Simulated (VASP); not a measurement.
# Hg (R-3m) in VASP: further runs

Hg is run at these levels: PBE; tasks: electric field gradients.

Everything below comes from runs of VASP 6.6.1. Logs are shortened: lines on timing, memory, paths and dates and some standing lists are left out, and cuts for length are marked.

## (1) The cell of the first run

Symmetry: R-3m, No. 166, trigonal system. The conventional cell has a = 4.710 Å, b = 4.710 Å, c = 11.537 Å, α = 90.00°, β = 90.00°, γ = 120.00°. Within 3.6 Å of Hg (site symmetry 3m) lie 4 Hg at 2.71 to 2.95 Å.

## (2) Electric field gradients, PBE (shortest bond scaled by 0.94)

File INCAR:

```
SYSTEM = Hg
PREC     = Accurate       ! precision mode
ENCUT    = 520            ! plane-wave cutoff, eV
EDIFF    = 1E-8           ! SCF threshold, eV
ISMEAR   = -1             ! smearing method
SIGMA    = 0.05           ! smearing width, eV
LREAL    = .False.        ! projectors in reciprocal space
LASPH    = .True.         ! aspherical terms in the spheres
NELM     = 80             ! most SCF steps
ALGO     = Normal         ! electronic algorithm
ISIF     = 2              ! what is computed and relaxed
LWAVE    = .False.        ! write WAVECAR
LCHARG   = .False.        ! write CHGCAR
GGA      = PE             ! functional
LEFG     = .True.       
NBANDS   = 19             ! bands
```

File KPOINTS:

```
regular mesh
0
Gamma
  8 8 8
  0 0 0
```

File POSCAR:

```
Hg
1.0
    0.0000000000      3.3303445432      3.3303445432
    3.3303445432      0.0000000000      3.3303445432
    3.3303445432      3.3303445432      0.0000000000
Hg
2
Direct
   -0.1475000000     -0.1175000000     -0.1175000000
    0.1475000000      0.1175000000      0.1175000000
```

Potentials or basis: VASP PAW PBE potentials, release 64 (Hg).

Run with:

```bash
$ cat potpaw_PBE.64/Hg/POTCAR > POTCAR
$ mpirun -np 1 vasp_std > vasp.out
```

OUTCAR:

```text
SYSTEM = Hg
   PREC = Accurate
   ENCUT = 520
   EDIFF = 1E-8
   ISMEAR = -1
   LREAL = .False.
   LASPH = .True.
   NELM = 80
   ISIF = 2
   GGA = PE

 ion  position               nearest neighbor table
   1  0.852  0.883  0.883-   2 2.71   2 2.95   2 2.95   2 2.95
   2  0.148  0.117  0.117-   1 2.71   1 2.95   1 2.95   1 2.95

  LATTYP: Found a face centered cubic cell.
 ALAT       =     6.6606890864

  Lattice vectors:

 A1 = (   0.0000000000,   3.3303445432,   3.3303445432)
 A2 = (   3.3303445432,   0.0000000000,   3.3303445432)
 A3 = (   3.3303445432,   3.3303445432,   0.0000000000)

Analysis of symmetry for initial positions (statically):
=====================================================================
 Subroutine PRICEL returns:
 Original cell was already a primitive cell.

 Routine SETGRP: Setting up the symmetry group for a
 face centered cubic supercell.

 Subroutine GETGRP returns: Found 12 space group operations
 (whereof  4 operations were pure point group operations)
 out of a pool of 48 trial point group operations.

The static configuration has the point symmetry C_2h.
 The point group associated with its full space group is D_3d.

Analysis of symmetry for dynamics (positions and initial velocities):
=====================================================================
 Subroutine PRICEL returns:
 Original cell was already a primitive cell.

 Routine SETGRP: Setting up the symmetry group for a
 face centered cubic supercell.

 Subroutine GETGRP returns: Found 12 space group operations
 (whereof  4 operations were pure point group operations)
 out of a pool of 48 trial point group operations.

The dynamic configuration has the point symmetry C_2h.
 The point group associated with its full space group is D_3d.

 Subroutine INISYM returns: Found 12 space group operations
 (whereof  4 operations are pure point group operations),
 and found     1 'primitive' translations

----------------------------------------------------------------------------------------

                                     Primitive cell

  volume of cell :      73.8750

  direct lattice vectors                    reciprocal lattice vectors
     0.000000000  3.330344543  3.330344543    -0.150134616  0.150134616  0.150134616
     3.330344543  0.000000000  3.330344543     0.150134616 -0.150134616  0.150134616
     3.330344543  3.330344543  0.000000000     0.150134616  0.150134616 -0.150134616

  length of vectors
     4.709818420  4.709818420  4.709818420     0.260040783  0.260040783  0.260040783

  position of ions in fractional coordinates (direct lattice)
     0.852500000  0.882500000  0.882500000
     0.147500000  0.117500000  0.117500000

  ion indices of the primitive-cell ions
   primitive index   ion index
                 1           1
                 2           2

----------------------------------------------------------------------------------------

 KPOINTS: regular mesh

Automatic generation of k-mesh.
 Grid dimensions read from file:
 generate k-points for:    8    8    8

 Generating k-lattice:

  Cartesian coordinates                     Fractional coordinates (reciprocal lattice)
    -0.018766827  0.018766827  0.018766827     0.125000000  0.000000000  0.000000000
     0.018766827 -0.018766827  0.018766827     0.000000000  0.125000000  0.000000000
     0.018766827  0.018766827 -0.018766827     0.000000000  0.000000000  0.125000000

  Length of vectors
     0.032505098  0.032505098  0.032505098

  Shift w.r.t. Gamma in fractional coordinates (k-lattice)
     0.000000000  0.000000000  0.000000000

 Subroutine IBZKPT returns following result:
 ===========================================

 Found     65 irreducible k-points:

 Following reciprocal coordinates:
            Coordinates               Weight
  0.000000  0.000000  0.000000      1.000000
  0.125000  0.000000  0.000000      2.000000
  0.000000  0.125000  0.000000      6.000000
  0.250000  0.000000  0.000000      2.000000
  0.000000  0.250000  0.000000      6.000000
  0.375000  0.000000  0.000000      2.000000
[... 16 lines left out ...]
 -0.250000  0.125000  0.000000      6.000000
  0.000000 -0.250000  0.125000     12.000000
 [... further k-points ...]
   k-points           NKPTS =     65   k-points in BZ     NKDIM =     65   number of bands    NBANDS=     19
   number of dos      NEDOS =    301   number of ions     NIONS =      2
   total plane-waves  NPLWV =  46656
   dimension x,y,z NGX =    36 NGY =   36 NGZ =   36
   dimension x,y,z NGXF=    72 NGYF=   72 NGZF=   72
   ions per type =               2
   NGX,Y,Z   is equivalent  to a cutoff of  12.71, 12.71, 12.71 a.u.
   NGXF,Y,Z  is equivalent  to a cutoff of  25.41, 25.41, 25.41 a.u.
 SYSTEM =  Hg
   PREC   = accura    normal or accurate (medium, high low for compatibility)
   ISTART =      0    job   : 0-new  1-cont  2-samecut
   ICHARG =      2    charge: 1-file 2-atom 10-const
   ISPIN  =      1    spin polarized calculation?
   LNONCOLLINEAR =      F non collinear calculations
   LSORBIT =      F    spin-orbit coupling
   LASPH  =      T    aspherical Exc in radial PAW
   ENCUT  =  520.0 eV  38.22 Ry    6.18 a.u.   8.76  8.76  8.76*2*pi/ulx,y,z
   NELM   =     80;   NELMIN=  2; NELMDL= -5     # of ELM steps
   EDIFF  = 0.1E-07   stopping-criterion for ELM
   LREAL  =      F    real-space projection
   EDIFFG = 0.1E-06   stopping-criterion for IOM
   NSW    =      0    number of steps for IOM
   IBRION =     -1    ionic relax: 0-MD 1-quasi-New 2-CG
   NFREE  =      0    steps in history (QN), initial steepest desc. (CG)
   ISIF   =      2    stress and relaxation
   ISYM   =      2    0-nonsym 1-usesym 2-fastsym
   POTIM  = 0.5000    time-step for ionic-motion
   TEBEG  =    0.0;   TEEND  =   0.0 temperature during run
   PSTRESS=    0.0 pullay stress
   NELECT =      24.0000    total number of electrons
   NUPDOWN=      -1.0000    fix difference up-down
   EMIN   =  10.00;   EMAX   =-10.00  energy-range for DOS
   EFERMI =   0.00;   METHOD = LEGACY
   ISMEAR =    -1;   SIGMA  =   0.05  broadening in eV -4-tet -1-fermi 0-gaus
   EFERMI_NEDOS =   21; number of points for ismear=-14 and -15
   IALGO  =     38    algorithm
   IMIX   =      4    mixing-type and parameters
     AMIX     =   0.40;   BMIX     =  1.00
     AMIX_MAG =   1.60;   BMIX_MAG =  1.00
  volume/ion in A,a.u.               =      36.94       249.27
  Fermi-wavevector in a.u.,A,eV,Ry     =   1.125415  2.126726 17.232584  1.266559
  Thomas-Fermi vector in A             =   2.262092
   LORBIT       =      0    0 simple, 1 ext, 2 COOP (PROOUT), +10 PAW based schemes
   GGA     = PE    functional components
   LHFCALC =     F    Hartree Fock is set to
   AEXX    =    0.0000 exact exchange contribution
   IVDW    =     0    specifies the selected vdW correction
   LEPSILON=     F    determine dielectric tensor
   LRPA    =     F    only Hartree local field effects (RPA)
 non-spin polarized calculation
  energy-cutoff  :      520.00
  volume of cell :       73.88
 maximum number of plane-waves:      2012
   NGX = 17   NGY = 17   NGZ = 17

 number of electron      24.0000007 magnetization

 Free energy of the ion-electron system (eV)
  ---------------------------------------------------
  ext. energy  EPLUGINS =         0.00000000
  ---------------------------------------------------
  free energy    TOTEN  =        -0.01836722 eV

  energy without entropy =       -0.00890268  energy(sigma->0) =       -0.01363495

 E-fermi :   0.7111     XC(G=0):  -8.2365

 val. band max:        0.6818995201   @ k =   0.2500   0.0000  -0.3750
 cond. band min:       0.7586966946   @ k =   0.3750   0.2500  -0.2500
 fundamental gap:      0.0767971745
 Fermi energy:         0.7111306854

 k-point     1 :       0.0000    0.0000    0.0000
  band No.  band energies     occupation
      1      -7.3480      2.00000
      2      -6.9761      2.00000
      3      -6.9761      2.00000
      4      -6.9522      2.00000
      5      -6.9522      2.00000
      6      -6.7372      2.00000
[... 11 lines left out ...]
     18       7.2988      0.00000
     19       7.4179      0.00000

 k-point     2 :       0.1250    0.0000    0.0000
  band No.  band energies     occupation
      1      -7.3439      2.00000
      2      -7.0911      2.00000
      3      -7.0911      2.00000
      4      -6.8067      2.00000
      5      -6.8067      2.00000
      6      -6.6655      2.00000
[... 476 lines left out ...]
 k-point    24 :       0.0000   -0.2500    0.1250
  band No.  band energies     occupation
      1      -7.3815      2.00000
      2      -7.0052      2.00000
      3      -6.9229      2.00000
      4      -6.8577      2.00000
      5      -6.8439      2.00000
      6      -6.5668      2.00000
[... 11 lines left out ...]
     18       8.4994      0.00000
     19      10.0943      0.00000

 [... further k-points ...]
[... 5 lines left out ...]
  --------------------------------------------------------------------------------------
  -------------------------------------------------------------------------------------
  Total        1.1762898      1.1762898      1.1762898     -0.7697398      0.7697398     -0.7697398
  in kB       25.5109967     25.5109967     25.5109967    -16.6938707     16.6938707    -16.6938707
  external PRESSURE =      25.5109967 kB  Pullay stress =       0.0000000 kB

 VOLUME and BASIS-vectors are now :
 -----------------------------------------------------------------------------
  energy-cutoff  :      520.00
  volume of cell :       73.88
      direct lattice vectors                 reciprocal lattice vectors
     0.000000000  3.330344543  3.330344543    -0.150134616  0.150134616  0.150134616
     3.330344543  0.000000000  3.330344543     0.150134616 -0.150134616  0.150134616
     3.330344543  3.330344543  0.000000000     0.150134616  0.150134616 -0.150134616

 POSITION                                       TOTAL-FORCE (eV/Angst)
 -----------------------------------------------------------------------------------
      5.87806      5.77815      5.77815        -0.417817      0.417817      0.417817
      0.78263      0.88254      0.88254         0.417817     -0.417817     -0.417817
 -----------------------------------------------------------------------------------
    total drift:                                0.000000      0.000000      0.000000

  FREE ENERGIE OF THE ION-ELECTRON SYSTEM (eV)
  ---------------------------------------------------
  free  energy   TOTEN  =        -0.0183672219 eV

  energy  without entropy=       -0.0089026753  energy(sigma->0) =       -0.01363495

 Electric field gradients (V/A^2)
---------------------------------------------------------------------
 ion       V_xx      V_yy      V_zz      V_xy      V_xz      V_yz
---------------------------------------------------------------------
   1      -0.000     0.000     0.000    53.932    53.932   -53.932
   2      -0.000     0.000     0.000    53.932    53.932   -53.932
---------------------------------------------------------------------

 Electric field gradients after diagonalization (V/A^2)
 (convention: |V_zz| > |V_xx| > |V_yy|)
----------------------------------------------------------------------
 ion       V_xx      V_yy      V_zz     asymmetry (V_yy - V_xx)/ V_zz
----------------------------------------------------------------------
   1      53.932    53.932  -107.864       0.000
   2      53.932    53.932  -107.864       0.000
----------------------------------------------------------------------

           NMR quadrupolar parameters

 Cq : quadrupolar parameter    Cq=e*Q*V_zz/h
 eta: asymmetry parameters     (V_yy - V_xx)/ V_zz
 Q  : nuclear electric quadrupole moment in mb (millibarn)
----------------------------------------------------------------------
 ion       Cq(MHz)       eta       Q (mb)
----------------------------------------------------------------------
   1      -0.261       0.000       1.000
   2      -0.261       0.000       1.000
----------------------------------------------------------------------
```

Wall time 58 s (1 thread of Intel Xeon Platinum 8488C (Sapphire Rapids), shared host); peak memory 0.24 GiB.

Results:

```yaml
Free_energy: -0.0184 eV
Pressure: 2.6 GPa
Largest_force: 0.724 eV/Å
Band_gap_on_the_k_mesh: zero (bands 12 and 13 overlap by 2.98 eV)
Largest_electric_field_gradient_by_atom: Hg -107.9 V/Å²
```

Forces on the atoms (eV/Å):
```
Hg  -0.418  0.418  0.418
Hg   0.418 -0.418 -0.418
```

Electric field gradients, principal values (V/Å²):
| atom | least | middle | greatest (by size) |
| --- | --- | --- | --- |
| 1 Hg | 53.932 | 53.932 | -107.864 |
| 2 Hg | 53.932 | 53.932 | -107.864 |

Caveat: the cell differs from its parent crystal (shortest bond scaled by 0.94); without QUAD_EFG the Cq values of the log hold for a quadrupole moment of 1 mb, not for the nuclei; spin-orbit coupling is left out, which moves the levels of the heavy elements.

(Continued in part 2 of 2.)
